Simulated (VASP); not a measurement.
Wanted: the native input for a VASP 6.6.1 run.

| Property | Result |
| --- | --- |
| Task | single point |
| Functional | PBEsol |
| Potentials or basis | VASP PAW PBE potentials, release 64 (F) |
| Cutoff | 520 eV |
| k mesh | 4 × 4 × 2 |
| Occupations | gaussian, width 0.05 eV |
| Spin | no spin polarisation |
| Dipole correction | no |
| Further INCAR settings | ALGO = Normal; EDIFF = 1e-07; NBANDS = 22 |

The structure of F lies in POSCAR:

```
F
1.0
    3.0414923524     -1.7480498951     -0.2345861287
    3.0414923524      1.7480498951     -0.2345861287
   -2.2869699080      0.0000000000      7.0004610119
F
4
Direct
    0.0848459664      0.0848459664      0.0820156542
    0.9151540336      0.9151540336      0.9179843458
    0.5015719855      0.5015719855      0.5937195244
    0.4984280145      0.4984280145      0.4062804756
```

One way to write it, as run:

INCAR

```
PREC = Accurate
ENCUT = 520
EDIFF = 1E-7
ISMEAR = 0
SIGMA = 0.05
LREAL = F
LASPH = T
NELM = 100
ALGO = Normal
ISIF = 2
LWAVE = F
LCHARG = F
GGA = PS
NBANDS = 22
```

KPOINTS

```
Automatic mesh
0
Gamma
  4 4 2
```

Potentials or basis: VASP PAW PBE potentials, release 64 (F).

The run is started by

```bash
$ cat potpaw_PBE.64/F/POTCAR > POTCAR
$ mpirun -np 1 vasp_std > vasp.out
```

Results of the run:

```yaml
Pressure: 10.1 GPa
Largest_force: 9.677 eV/Å
Band_gap_on_the_k_mesh: 3.20 eV, indirect (least direct gap 3.25 eV)
```

Caveat: the k points lie up to 0.53 Å⁻¹ apart; the standard files for N, O and F lose accuracy on very short bonds; the PAW data sets were made with another functional, which shifts forces and pressure a little.

It took 16 s on 1 thread of Intel(R) Xeon(R) Platinum 8488C (Sapphire Rapids), on a shared host, peak memory 0.19 GiB.
